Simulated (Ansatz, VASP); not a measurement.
## Two plane-wave programs on GaP

```
CELL_PARAMETERS angstrom
0.00000 2.72525 2.72525
2.72525 0.00000 2.72525
2.72525 2.72525 0.00000
ATOMIC_POSITIONS crystal
Ga 0.00000 0.00000 0.00000
P 0.25000 0.25000 0.25000
```

Alike in both runs: task electric field gradients; functional PBE; k mesh 9 × 9 × 9; occupations fermi-dirac, width 0.02 eV; no spin polarisation.

```csv
,VASP,Ansatz
version,VASP 6.6.1,Ansatz 0.2.0
potentials or method,"VASP PAW PBE potentials, release 64 (Ga_d, P)","plane-wave PAW, scalar-relativistic"
plane-wave cutoff (eV),520,420
valence electrons in the cell,18,18
```

|  | VASP | Ansatz | Ansatz less VASP |
| --- | --- | --- | --- |
| gap on the k mesh at the Fermi level (eV) | 1.60 | 1.60 | 0.000 |
| pressure (GPa) | 2.5 | 2.5 | +0.03 |
